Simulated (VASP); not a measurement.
# SiC (F-43m) in VASP: vibrations by perturbation theory with LDA

Aim: the vibrations by perturbation theory of SiC with LDA.

Everything below comes from runs of VASP 6.6.1. Logs are shortened: lines on timing, memory, paths and dates and some standing lists are left out, and cuts for length are marked.

### Step 1. The cell of the first run

The structure is cubic, space group F-43m (No. 216). The conventional cell has a = 4.329 Å, b = 4.329 Å, c = 4.329 Å, α = 90.00°, β = 90.00°, γ = 90.00°. Si (site symmetry -43m) has 4 C at 1.87 Å within 2.5 Å. Within 2.5 Å of C (site symmetry -43m) lie 4 Si at 1.87 Å.

### Step 2. Vibrations by perturbation theory, LDA

Contents of INCAR:

```
SYSTEM = SiC
  PREC = Accurate
  ENCUT = 520
  EDIFF = 1E-8
  ISMEAR = 0
  SIGMA = 0.01
  LREAL = .FALSE.
  LASPH = .TRUE.
  NELM = 80
  ALGO = Normal
  ISIF = 2
  LWAVE = .FALSE.
  LCHARG = .FALSE.
  IBRION = 8
  NSW = 1
  LEPSILON = .TRUE.
```

Contents of KPOINTS:

```
regular mesh
0
G
  16 16 16
  0 0 0
```

Contents of POSCAR:

```
SiC
1.0
    0.0000000000      2.1645323767      2.1645323767
    2.1645323767      0.0000000000      2.1645323767
    2.1645323767      2.1645323767      0.0000000000
Si C
1 1
Direct
    0.7500000000      0.7500000000      0.7500000000
    0.0000000000      0.0000000000      0.0000000000
```

Potentials or basis: VASP PAW LDA potentials, release 64 (Si, C).

Run with:

```console
> cat potpaw_LDA.64/Si/POTCAR potpaw_LDA.64/C/POTCAR > POTCAR
> mpirun -np 1 vasp_std > vasp.out
```

OUTCAR:

```text
SYSTEM = SiC
   PREC = Accurate
   ENCUT = 520
   EDIFF = 1E-8
   ISMEAR = 0
   LREAL = .FALSE.
   LASPH = .TRUE.
   NELM = 80
   ISIF = 2
   IBRION = 8
   NSW = 1
   LEPSILON = .TRUE.

 ion  position               nearest neighbor table
   1  0.750  0.750  0.750-   2 1.87   2 1.87   2 1.87   2 1.87
   2  0.000  0.000  0.000-   1 1.87   1 1.87   1 1.87   1 1.87

  LATTYP: Found a face centered cubic cell.
 ALAT       =     4.3290647534

  Lattice vectors:

 A1 = (   0.0000000000,   2.1645323767,   2.1645323767)
 A2 = (   2.1645323767,   0.0000000000,   2.1645323767)
 A3 = (   2.1645323767,   2.1645323767,   0.0000000000)

Analysis of symmetry for initial positions (statically):
=====================================================================
 Subroutine PRICEL returns:
 Original cell was already a primitive cell.

 Routine SETGRP: Setting up the symmetry group for a
 face centered cubic supercell.

 Subroutine GETGRP returns: Found 24 space group operations
 (whereof 24 operations were pure point group operations)
 out of a pool of 48 trial point group operations.

The static configuration has the point symmetry T_d .

Analysis of symmetry for dynamics (positions and initial velocities):
=====================================================================
 Subroutine PRICEL returns:
 Original cell was already a primitive cell.

 Routine SETGRP: Setting up the symmetry group for a
 face centered cubic supercell.

 Subroutine GETGRP returns: Found 24 space group operations
 (whereof 24 operations were pure point group operations)
 out of a pool of 48 trial point group operations.

The dynamic configuration has the point symmetry T_d .

 Subroutine INISYM returns: Found 24 space group operations
 (whereof 24 operations are pure point group operations),
 and found     1 'primitive' translations

----------------------------------------------------------------------------------------

                                     Primitive cell

  volume of cell :      20.2825

  direct lattice vectors                    reciprocal lattice vectors
     0.000000000  2.164532377  2.164532377    -0.230996776  0.230996776  0.230996776
     2.164532377  0.000000000  2.164532377     0.230996776 -0.230996776  0.230996776
     2.164532377  2.164532377  0.000000000     0.230996776  0.230996776 -0.230996776

  length of vectors
     3.061111043  3.061111043  3.061111043     0.400098152  0.400098152  0.400098152

  position of ions in fractional coordinates (direct lattice)
     0.750000000  0.750000000  0.750000000
     0.000000000  0.000000000  0.000000000

  ion indices of the primitive-cell ions
   primitive index   ion index
                 1           1
                 2           2

----------------------------------------------------------------------------------------

 KPOINTS: regular mesh

Automatic generation of k-mesh.
 Grid dimensions read from file:
 generate k-points for:   16   16   16

 Generating k-lattice:

  Cartesian coordinates                     Fractional coordinates (reciprocal lattice)
[... 411 lines left out ...]

 Free energy of the ion-electron system (eV)
  ---------------------------------------------------
  ---------------------------------------------------
  free energy    TOTEN  =        -0.35144523 eV

  energy without entropy =       -0.35144523

------------------------ aborting loop because EDIFF is reached ----------------------------------------

--------------------------------------- Ionic step        2  -------------------------------------------

------------------------ aborting loop because EDIFF is reached ----------------------------------------

--------------------------------------- Ionic step        3  -------------------------------------------

------------------------ aborting loop because EDIFF is reached ----------------------------------------

 PIEZOELECTRIC TENSOR FIELD DIRECTION 3  (e Angst)
 -----------------------------------------------------------------------------
    -0.00076 -1.24971  0.00000           ( -0.00000 -0.05461  0.00000)
    -1.24971 -0.00076  0.00000           ( -0.05461 -0.00000  0.00000)
     0.00000  0.00000  0.00100           (  0.00000  0.00000 -0.00000)

 PIEZOELECTRIC TENSOR FIELD DIRECTION 3  (C/m^2)
 -----------------------------------------------------------------------------
    -0.00060 -0.98718  0.00000
    -0.98718 -0.00060  0.00000
     0.00000  0.00000  0.00079

--------------------------------------- Ionic step        4  -------------------------------------------

------------------------ aborting loop because EDIFF is reached ----------------------------------------

[... ionic steps 5 to 6 ...]

--------------------------------------- Ionic step        7  -------------------------------------------

 Free energy of the ion-electron system (eV)
  ---------------------------------------------------
  ---------------------------------------------------
  free energy    TOTEN  =        -0.12456162 eV

  energy without entropy =       -0.12456162

------------------------ aborting loop because EDIFF is reached ----------------------------------------

 INTERNAL STRAIN TENSOR  FOR ION    2  DIRECTION 1   (eV/Angst):
 -----------------------------------------------------------------------------
    -0.00409  0.00000  0.00000
     0.00000  0.00168 -8.70269
     0.00000 -8.70269  0.00168

 MACROSCOPIC STATIC DIELECTRIC TENSOR (including local field effects in DFT)
 ------------------------------------------------------
           6.931780     0.000000    -0.000000
           0.000000     6.931780    -0.000000
          -0.000000     0.000000     6.931780
 ------------------------------------------------------

 PIEZOELECTRIC TENSOR (including local field effects)  for field in x, y, z        (e  Angst)
          XX          YY          ZZ          XY          YZ          ZX
  --------------------------------------------------------------------------------
  x    -0.00000    -0.00000    -0.00000     0.00000    -1.24819     0.00000
  y    -0.00000     0.00000     0.00000    -0.00000     0.00000    -1.24819
  z    -0.00000    -0.00000     0.00000    -1.24819    -0.00000     0.00000

 PIEZOELECTRIC TENSOR (including local field effects)  for field in x, y, z        (C/m^2)
          XX          YY          ZZ          XY          YZ          ZX
  --------------------------------------------------------------------------------
  x    -0.00000    -0.00000    -0.00000     0.00000    -0.98599     0.00000
  y    -0.00000     0.00000     0.00000    -0.00000     0.00000    -0.98599
  z    -0.00000    -0.00000     0.00000    -0.98599    -0.00000     0.00000

 BORN EFFECTIVE CHARGES (including local field effects) (in |e|, cummulative output)
 ---------------------------------------------------------------------------------
 ion    1
    1     2.71399     0.00000     0.00000
    2     0.00000     2.71399     0.00000
    3     0.00000     0.00000     2.71399
 ion    2
    1    -2.71399     0.00000     0.00000
    2     0.00000    -2.71399     0.00000
    3     0.00000     0.00000    -2.71399

 INTERNAL STRAIN TENSOR FOR ION    2 for displacements in x,y,z  (eV/Angst):
          X           Y           Z          XY          YZ          ZX
  --------------------------------------------------------------------------------
  x     0.00000     0.00000     0.00000     0.00000    -8.70269     0.00000
  y     0.00000     0.00000     0.00000     0.00000     0.00000    -8.70269
  z     0.00000     0.00000     0.00000    -8.70269     0.00000     0.00000

 SECOND DERIVATIVES (NOT SYMMETRIZED)
 ------------------------------------
               1X          1Y          1Z          2X          2Y          2Z
  1X   -19.685105    0.000000    0.000000   19.685105    0.000000    0.000000
  1Y     0.000000  -19.685105    0.000000    0.000000   19.685105    0.000000
  1Z     0.000000    0.000000  -19.685105    0.000000    0.000000   19.685105
  2X    19.685231    0.000000    0.000000  -19.685231    0.000000    0.000000
  2Y     0.000000   19.685231    0.000000    0.000000  -19.685231    0.000000
  2Z     0.000000    0.000000   19.685231    0.000000    0.000000  -19.685231

 Eigenvectors and eigenvalues of the dynamical matrix
 ----------------------------------------------------

   1 f  =   23.913563 THz   150.253349 2PiTHz  797.670608 cm-1    98.898506 meV
             X         Y         Z           dx          dy          dz
      3.246799  3.246799  3.246799    -0.498919    0.225022    0.000000
      0.000000  0.000000  0.000000     0.762919   -0.344092    0.000000
[... 21 lines left out ...]
   6 f/i=    0.000035 THz     0.000220 2PiTHz    0.001169 cm-1     0.000145 meV
             X         Y         Z           dx          dy          dz
      3.246799  3.246799  3.246799     0.744110   -0.383074    0.000000
      0.000000  0.000000  0.000000     0.486618   -0.250515    0.000000

--------------------------------------------------------------------------------------------------------

 MACROSCOPIC STATIC DIELECTRIC TENSOR IONIC CONTRIBUTION
 ------------------------------------------------------
           3.338255    -0.000000     0.000000
          -0.000000     3.338255    -0.000000
           0.000000    -0.000000     3.338255
 ------------------------------------------------------

 ELASTIC MODULI CONTR FROM IONIC RELAXATION (kBar)
 Direction    XX          YY          ZZ          XY          YZ          ZX
 --------------------------------------------------------------------------------
 XX          -0.0000     -0.0000      0.0000     -0.0000      0.0000     -0.0000
 YY          -0.0000     -0.0000     -0.0000     -0.0000     -0.0000     -0.0000
 ZZ           0.0000     -0.0000     -0.0000      0.0000     -0.0000     -0.0000
 XY          -0.0000     -0.0000      0.0000   -279.5308     -0.0000      0.0000
 YZ           0.0000     -0.0000     -0.0000     -0.0000   -279.5308      0.0000
 ZX          -0.0000     -0.0000     -0.0000      0.0000      0.0000   -279.5308
 --------------------------------------------------------------------------------

 PIEZOELECTRIC TENSOR IONIC CONTR  for field in x, y, z        (C/m^2)
          XX          YY          ZZ          XY          YZ          ZX
  --------------------------------------------------------------------------------
  x    -0.00000     0.00000     0.00000     0.00000     0.90896    -0.00000
  y     0.00000     0.00000     0.00000    -0.00000    -0.00000     0.90896
  z     0.00000     0.00000    -0.00000     0.90896     0.00000    -0.00000
```

Wall time 15 min (1 thread of AMD EPYC 7R13, shared host); peak memory 0.33 GiB.

What came out:

```
Electronic dielectric tensor (diagonal)                 : 6.93
Born charges (mean of the diagonal)                     : Si +2.71; C -2.71 e
Highest phonon frequency at Γ, LO-TO splitting left out : 798 cm⁻¹
```

Phonon frequencies in cm⁻¹ (negative: imaginary):
```csv
q point,frequencies
"(0.000, 0.000, 0.000)",0 0 0 798 798 798
```

Electronic dielectric tensor:
```
6.93 0.00 0.00
0.00 6.93 0.00
0.00 0.00 6.93
```

Born effective charge tensors (e):
atom 1, Si
```
2.71 0.00 0.00
0.00 2.71 0.00
0.00 0.00 2.71
```
atom 2, C
```
-2.71  0.00  0.00
 0.00 -2.71  0.00
 0.00  0.00 -2.71
```
